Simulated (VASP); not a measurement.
# Ir in VASP: notebook

Ir is run at these levels: PBEsol; tasks: single point.

All numbers are computed with VASP 6.6.1; they aren't measurements. Logs are shortened: lines on timing, memory, paths and dates and some standing lists are left out, and cuts for length are marked.

## (1) The cell of the first run

Symmetry: Pm-3m, No. 221, cubic system. The conventional cell has a = 2.541 Å, b = 2.541 Å, c = 2.541 Å, α = 90.00°, β = 90.00°, γ = 90.00°. Within 3.4 Å of Ir (site symmetry m-3m) lie 6 Ir at 2.54 Å.

## (2) Single point, PBEsol

File INCAR:

```
SYSTEM = Ir
PREC     = Accurate       ! precision mode
ENCUT    = 520            ! plane-wave cutoff, eV
EDIFF    = 1E-6           ! SCF threshold, eV
ISMEAR   = 0              ! smearing method
SIGMA    = 0.1            ! smearing width, eV
LREAL    = .FALSE.        ! projectors in reciprocal space
LASPH    = .TRUE.         ! aspherical terms in the spheres
NELM     = 80             ! most SCF steps
ALGO     = Normal         ! electronic algorithm
ISIF     = 2              ! what is computed and relaxed
LWAVE    = .FALSE.        ! write WAVECAR
LCHARG   = .TRUE.         ! write CHGCAR
GGA      = PS             ! functional
LELF     = .TRUE.         ! ELF
LVHAR    = .TRUE.       
NBANDS   = 10             ! bands
```

File KPOINTS:

```
regular mesh
0
G
  16 16 16
  0 0 0
```

File POSCAR:

```
Ir
1.0
    2.5412593686      0.0000000000      0.0000000000
    0.0000000000      2.5412593686      0.0000000000
    0.0000000000      0.0000000000      2.5412593686
Ir
1
Direct
    0.0000000000      0.0000000000      0.0000000000
```

Potentials or basis: VASP PAW PBE potentials, release 64 (Ir).

On the command line:

```console
cat potpaw_PBE.64/Ir/POTCAR > POTCAR
mpirun -np 1 vasp_std > vasp.out
```

OUTCAR:

```text
SYSTEM = Ir
   PREC = Accurate
   ENCUT = 520
   EDIFF = 1E-6
   ISMEAR = 0
   LREAL = .FALSE.
   LASPH = .TRUE.
   NELM = 80
   ISIF = 2
   GGA = PS

 ion  position               nearest neighbor table
   1  0.000  0.000  0.000-

  LATTYP: Found a simple cubic cell.
 ALAT       =     2.5412593686

  Lattice vectors:

 A1 = (   2.5412593686,   0.0000000000,   0.0000000000)
 A2 = (   0.0000000000,   2.5412593686,   0.0000000000)
 A3 = (   0.0000000000,   0.0000000000,   2.5412593686)

Analysis of symmetry for initial positions (statically):
=====================================================================
 Subroutine PRICEL returns:
 Original cell was already a primitive cell.

 Routine SETGRP: Setting up the symmetry group for a
 simple cubic supercell.

 Subroutine GETGRP returns: Found 48 space group operations
[... 9 lines left out ...]

 Routine SETGRP: Setting up the symmetry group for a
 simple cubic supercell.

 Subroutine GETGRP returns: Found 48 space group operations
[... 11 lines left out ...]
                                     Primitive cell

  volume of cell :      16.4115

  direct lattice vectors                    reciprocal lattice vectors
     2.541259369  0.000000000  0.000000000     0.393505682  0.000000000  0.000000000
     0.000000000  2.541259369  0.000000000     0.000000000  0.393505682  0.000000000
     0.000000000  0.000000000  2.541259369     0.000000000  0.000000000  0.393505682

  length of vectors
     2.541259369  2.541259369  2.541259369     0.393505682  0.393505682  0.393505682

  position of ions in fractional coordinates (direct lattice)
     0.000000000  0.000000000  0.000000000

  ion indices of the primitive-cell ions
   primitive index   ion index
                 1           1

----------------------------------------------------------------------------------------

 KPOINTS: regular mesh

Automatic generation of k-mesh.
 Grid dimensions read from file:
 generate k-points for:   16   16   16

 Generating k-lattice:

  Cartesian coordinates                     Fractional coordinates (reciprocal lattice)
     0.024594105  0.000000000  0.000000000     0.062500000  0.000000000  0.000000000
     0.000000000  0.024594105  0.000000000     0.000000000  0.062500000  0.000000000
     0.000000000  0.000000000  0.024594105     0.000000000  0.000000000  0.062500000

  Length of vectors
     0.024594105  0.024594105  0.024594105
[... 50 lines left out ...]
   LSORBIT =      F    spin-orbit coupling
   LASPH  =      T    aspherical Exc in radial PAW
   ENCUT  =  520.0 eV  38.22 Ry    6.18 a.u.   4.73  4.73  4.73*2*pi/ulx,y,z
   NELM   =     80;   NELMIN=  2; NELMDL= -5     # of ELM steps
   EDIFF  = 0.1E-05   stopping-criterion for ELM
   LREAL  =      F    real-space projection
   EDIFFG = 0.1E-04   stopping-criterion for IOM
   NSW    =      0    number of steps for IOM
   IBRION =     -1    ionic relax: 0-MD 1-quasi-New 2-CG
   NFREE  =      0    steps in history (QN), initial steepest desc. (CG)
   ISIF   =      2    stress and relaxation
   ISYM   =      2    0-nonsym 1-usesym 2-fastsym
   POTIM  = 0.5000    time-step for ionic-motion
   TEBEG  =    0.0;   TEEND  =   0.0 temperature during run
   PSTRESS=    0.0 pullay stress
   NELECT =       9.0000    total number of electrons
   NUPDOWN=      -1.0000    fix difference up-down
   EMIN   =  10.00;   EMAX   =-10.00  energy-range for DOS
   EFERMI =   0.00;   METHOD = LEGACY
   ISMEAR =     0;   SIGMA  =   0.10  broadening in eV -4-tet -1-fermi 0-gaus
   EFERMI_NEDOS =   21; number of points for ismear=-14 and -15
   IALGO  =     38    algorithm
   IMIX   =      4    mixing-type and parameters
     AMIX     =   0.40;   BMIX     =  1.00
     AMIX_MAG =   1.60;   BMIX_MAG =  1.00
  volume/ion in A,a.u.               =      16.41       110.75
  Fermi-wavevector in a.u.,A,eV,Ry     =   1.340006  2.532244 24.430832  1.795616
  Thomas-Fermi vector in A             =   2.468353
   LORBIT       =      0    0 simple, 1 ext, 2 COOP (PROOUT), +10 PAW based schemes
   GGA     = PS    functional components
   LHFCALC =     F    Hartree Fock is set to
   AEXX    =    0.0000 exact exchange contribution
   IVDW    =     0    specifies the selected vdW correction
   LEPSILON=     F    determine dielectric tensor
   LRPA    =     F    only Hartree local field effects (RPA)
 non-spin polarized calculation
 Gauss-broadening in eV      SIGMA  =   0.10
  energy-cutoff  :      520.00
  volume of cell :       16.41
 maximum number of plane-waves:       466
 NGX is ok and might be reduce to    20
   NGX =  9   NGY =  9   NGZ =  9

 number of electron       9.0000002 magnetization

 Free energy of the ion-electron system (eV)
  ---------------------------------------------------
  ext. energy  EPLUGINS =         0.00000000
  ---------------------------------------------------
  free energy    TOTEN  =        -8.72580458 eV

  energy without entropy =       -8.71867269  energy(sigma->0) =       -8.72223863

 E-fermi :   7.7345     XC(G=0): -13.0847

 val. band max:        7.7320316456   @ k =   0.2500   0.1875   0.1250
 cond. band min:       7.7397860959   @ k =   0.4375   0.0625   0.0625
 fundamental gap:      0.0077544504
 Fermi energy:         7.7344771355

 k-point     1 :       0.0000    0.0000    0.0000
  band No.  band energies     occupation
      1      -1.7055      2.00000
      2       1.5195      2.00000
      3       1.5195      2.00000
      4       9.1352      0.00000
      5       9.1352      0.00000
      6       9.1352      0.00000
      7      23.5266      0.00000
      8      23.5266      0.00000
      9      23.5266      0.00000
     10      29.5741      0.00000
[... 287 lines left out ...]
 k-point    24 :       0.5000    0.1250    0.0000
  band No.  band energies     occupation
      1       1.7818      2.00000
      2       2.8242      2.00000
      3       4.3916      2.00000
      4       6.3061      2.00000
      5       8.4903      0.00000
      6       8.9641      0.00000
      7      13.9106      0.00000
      8      24.5841      0.00000
      9      27.5889      0.00000
     10      27.6165      0.00000

 [... further k-points ...]
[... 5 lines left out ...]
  --------------------------------------------------------------------------------------
  -------------------------------------------------------------------------------------
  Total        0.0466916      0.0466916      0.0466916     -0.0000000     -0.0000000     -0.0000000
  in kB        4.5582905      4.5582905      4.5582905     -0.0000000     -0.0000000     -0.0000000
  external PRESSURE =       4.5582905 kB  Pullay stress =       0.0000000 kB

 VOLUME and BASIS-vectors are now :
 -----------------------------------------------------------------------------
  energy-cutoff  :      520.00
  volume of cell :       16.41
      direct lattice vectors                 reciprocal lattice vectors
     2.541259369  0.000000000  0.000000000     0.393505682  0.000000000  0.000000000
     0.000000000  2.541259369  0.000000000     0.000000000  0.393505682  0.000000000
     0.000000000  0.000000000  2.541259369     0.000000000  0.000000000  0.393505682

 POSITION                                       TOTAL-FORCE (eV/Angst)
 -----------------------------------------------------------------------------------
      0.00000      0.00000      0.00000         0.000000      0.000000      0.000000
 -----------------------------------------------------------------------------------
    total drift:                                0.000000      0.000000      0.000000

  FREE ENERGIE OF THE ION-ELECTRON SYSTEM (eV)
  ---------------------------------------------------
  free  energy   TOTEN  =        -8.7258045758 eV

  energy  without entropy=       -8.7186726862  energy(sigma->0) =       -8.72223863
```

stdout:

```text
POSCAR found type information on POSCAR Ir
 POSCAR found :  1 types and       1 ions
 scaLAPACK will be used
 -----------------------------------------------------------------------------
|                                                                             |
|                                                                             |
|     You enforced a specific xc type in the INCAR file but a different       |
|     I HOPE YOU KNOW WHAT YOU ARE DOING!                                     |
|                                                                             |
 -----------------------------------------------------------------------------

 LDA part: xc-table for (Slater+PW92), standard interpolation
 POSCAR, INCAR and KPOINTS ok, starting setup
 FFT: planning ... GRIDC
 FFT: planning ... GRID_SOFT
 FFT: planning ... GRID
 WAVECAR not read
 entering main loop
```

It took 11 s on 1 thread of Intel Xeon Platinum 8488C (Sapphire Rapids), shared host; peak memory 0.14 GiB.

What came out:

* Free energy: -8.7258 eV
* Pressure: 0.5 GPa

Caveat: the PAW data sets were made with another functional, which shifts forces and pressure a little; spin-orbit coupling is left out, which moves the levels of the heavy elements.

## (3) Single point, PBEsol

This run uses another cell than the first one, of 14.98 Å³/atom, 0.913 times its volume.

File INCAR:

```
SYSTEM = Ir
ALGO = Normal
EDIFF = 1E-6
ENCUT = 500
GGA = PS
GGA_COMPAT = .FALSE.
ISIF = 2
ISMEAR = 0
LASPH = .TRUE.
LCHARG = .FALSE.
LREAL = .FALSE.
LWAVE = .FALSE.
NBANDS = 10
NELM = 120
PREC = Accurate
SIGMA = 0.1
```

File KPOINTS:

```
k-points
0
G
  8 8 8
  0 0 0
```

File POSCAR:

```
Ir
1.0
    2.4653247458      0.0000000000      0.0000000000
    0.0000000000      2.4653247458      0.0000000000
    0.0000000000      0.0000000000      2.4653247458
Ir
1
Direct
    0.0000000000      0.0000000000      0.0000000000
```

Potentials or basis: VASP PAW PBE potentials, release 64 (Ir).

On the command line:

```console
cat potpaw_PBE.64/Ir/POTCAR > POTCAR
mpirun -np 1 vasp_std > vasp.out
```

It took 3.3 s on 1 thread of Intel Xeon 6975P-C, shared host; peak memory 0.12 GiB.

The run converged. Its results:

```yaml
Free_energy: -8.6551 eV
Pressure: 30.8 GPa
```

Levels at points of the mesh, in eV from the Fermi level:
```tsv
k point	band 1	band 2	band 3	band 4	band 5	band 6	band 7	band 8
(0.00, 0.00, 0.00)	-10.53	-7.30	-7.30	1.45	1.45	1.45	16.18	16.18
(0.50, 0.00, 0.00)	-7.29	-6.43	-1.96	-1.96	-1.62	1.80	6.79	16.19
(0.50, 0.50, 0.00)	-7.93	-5.69	-1.30	-1.30	3.91	4.47	4.47	13.09
(0.50, 0.50, 0.50)	-6.43	-6.43	-6.43	4.15	4.15	8.51	11.70	11.70
```

Caveat: the PAW data sets were made with another functional, which shifts forces and pressure a little; spin-orbit coupling is left out, which moves the levels of the heavy elements.

## (4) Single point, PBEsol

This run uses another cell than the first one, of 16.33 Å³/atom, 0.995 times its volume.

File INCAR:

```
SYSTEM = Ir
PREC = Accurate ; ENCUT = 500
EDIFF = 1E-6 ; ISMEAR = 0
SIGMA = 0.1 ; LREAL = .FALSE.
LASPH = .TRUE. ; NELM = 120
ALGO = Normal ; ISIF = 2
LWAVE = .FALSE. ; LCHARG = .FALSE.
GGA = PS ; NBANDS = 10
GGA_COMPAT = .FALSE.
```

File KPOINTS:

```
regular mesh
0
G
  8 8 8
  0 0 0
```

File POSCAR:

```
Ir
1.0
    2.5371756029      0.0000000000      0.0000000000
    0.0000000000      2.5371756029      0.0000000000
    0.0000000000      0.0000000000      2.5371756029
Ir
1
Direct
    0.0000000000      0.0000000000      0.0000000000
```

Potentials or basis: VASP PAW PBE potentials, release 64 (Ir).

On the command line:

```console
cat potpaw_PBE.64/Ir/POTCAR > POTCAR
mpirun -np 1 vasp_std > vasp.out
```

OUTCAR:

```text
SYSTEM = Ir
   PREC = Accurate
   ENCUT = 500
   EDIFF = 1E-6
   ISMEAR = 0
   LREAL = .FALSE.
   LASPH = .TRUE.
   NELM = 120
   ISIF = 2
   GGA = PS

 ion  position               nearest neighbor table
   1  0.000  0.000  0.000-

  LATTYP: Found a simple cubic cell.
 ALAT       =     2.5371756029

  Lattice vectors:

 A1 = (   2.5371756029,   0.0000000000,   0.0000000000)
 A2 = (   0.0000000000,   2.5371756029,   0.0000000000)
 A3 = (   0.0000000000,   0.0000000000,   2.5371756029)

Analysis of symmetry for initial positions (statically):
=====================================================================
 Subroutine PRICEL returns:
 Original cell was already a primitive cell.

 Routine SETGRP: Setting up the symmetry group for a
 simple cubic supercell.

 Subroutine GETGRP returns: Found 48 space group operations
[... 9 lines left out ...]

 Routine SETGRP: Setting up the symmetry group for a
 simple cubic supercell.

 Subroutine GETGRP returns: Found 48 space group operations
[... 11 lines left out ...]
                                     Primitive cell

  volume of cell :      16.3325

  direct lattice vectors                    reciprocal lattice vectors
[... 133 lines left out ...]

 E-fermi :   8.0131     XC(G=0): -13.1065

 val. band max:        8.0113424772   @ k =   0.3750   0.2500   0.0000
 cond. band min:       8.0747326595   @ k =   0.5000   0.2500   0.0000
 fundamental gap:      0.0633901823
 Fermi energy:         8.0130862248

 k-point     1 :       0.0000    0.0000    0.0000
  band No.  band energies     occupation
      1      -1.6801      2.00000
      2       1.5443      2.00000
      3       1.5443      2.00000
      4       9.2518      0.00000
      5       9.2518      0.00000
      6       9.2518      0.00000
      7      23.6337      0.00000
      8      23.6337      0.00000
      9      23.6337      0.00000
     10      29.7014      0.00000
[... 287 lines left out ...]
 k-point    24 :       0.5000    0.3750    0.1250
  band No.  band energies     occupation
      1       1.6451      2.00000
      2       3.5770      2.00000
      3       5.6752      2.00000
      4       6.0999      2.00000
      5       9.0346      0.00000
      6      13.0493      0.00000
      7      14.1591      0.00000
      8      21.5933      0.00000
      9      22.2974      0.00000
     10      28.6500      0.00000

 [... further k-points ...]
[... 5 lines left out ...]
  --------------------------------------------------------------------------------------
  -------------------------------------------------------------------------------------
  Total        0.0817432      0.0817432      0.0817432     -0.0000000      0.0000000     -0.0000000
  in kB        8.0188233      8.0188233      8.0188233     -0.0000000      0.0000000     -0.0000000
  external PRESSURE =       8.0188233 kB  Pullay stress =       0.0000000 kB

 VOLUME and BASIS-vectors are now :
 -----------------------------------------------------------------------------
  energy-cutoff  :      500.00
  volume of cell :       16.33
      direct lattice vectors                 reciprocal lattice vectors
     2.537175603  0.000000000  0.000000000     0.394139057  0.000000000  0.000000000
     0.000000000  2.537175603  0.000000000     0.000000000  0.394139057  0.000000000
     0.000000000  0.000000000  2.537175603     0.000000000  0.000000000  0.394139057

 POSITION                                       TOTAL-FORCE (eV/Angst)
 -----------------------------------------------------------------------------------
      0.00000      0.00000      0.00000         0.000000      0.000000      0.000000
 -----------------------------------------------------------------------------------
    total drift:                                0.000000      0.000000      0.000000

  FREE ENERGIE OF THE ION-ELECTRON SYSTEM (eV)
  ---------------------------------------------------
  free  energy   TOTEN  =        -8.7784488680 eV

  energy  without entropy=       -8.7710463997  energy(sigma->0) =       -8.77474763
```

OSZICAR:

```text
N       E                     dE             d eps       ncg     rms          rms(c)
DAV:   1     0.420803310849E+02    0.42080E+02   -0.41198E+03   702   0.782E+02
DAV:   2    -0.840720046971E+01   -0.50488E+02   -0.48171E+02   706   0.185E+02
DAV:   3    -0.922356614722E+01   -0.81637E+00   -0.81087E+00   822   0.282E+01
DAV:   4    -0.923083723140E+01   -0.72711E-02   -0.72680E-02   814   0.247E+00
DAV:   5    -0.923099972512E+01   -0.16249E-03   -0.16249E-03   832   0.360E-01    0.126E+01
DAV:   6    -0.883487310858E+01    0.39613E+00   -0.82109E-01   800   0.104E+01    0.518E+00
DAV:   7    -0.878384448455E+01    0.51029E-01   -0.18184E-01   938   0.401E+00    0.163E+00
DAV:   8    -0.878073759955E+01    0.31069E-02   -0.15829E-02   756   0.184E+00    0.913E-01
DAV:   9    -0.877844282303E+01    0.22948E-02   -0.28186E-03   770   0.782E-01    0.365E-02
DAV:  10    -0.877844898785E+01   -0.61648E-05   -0.14322E-05   806   0.325E-02    0.395E-03
DAV:  11    -0.877844886803E+01    0.11982E-06   -0.44394E-07   466   0.621E-03
   1 F= -.87784489E+01 E0= -.87747476E+01  d E =-.740247E-02
```

stdout:

```text
POSCAR found type information on POSCAR Ir
 POSCAR found :  1 types and       1 ions
 scaLAPACK will be used
 -----------------------------------------------------------------------------
|                                                                             |
|                                                                             |
|     You enforced a specific xc type in the INCAR file but a different       |
|     I HOPE YOU KNOW WHAT YOU ARE DOING!                                     |
|                                                                             |
 -----------------------------------------------------------------------------

 LDA part: xc-table for (Slater+PW92), standard interpolation
 POSCAR, INCAR and KPOINTS ok, starting setup
 FFT: planning ... GRIDC
 FFT: planning ... GRID_SOFT
 FFT: planning ... GRID
 WAVECAR not read
 entering main loop
```

It took 3.5 s on 1 thread of Intel Xeon 6975P-C, shared host; peak memory 0.13 GiB.

What came out:

* Free energy: -8.7784 eV
* Pressure: 0.8 GPa

Caveat: the PAW data sets were made with another functional, which shifts forces and pressure a little; spin-orbit coupling is left out, which moves the levels of the heavy elements.

[end of part 1 of 2]
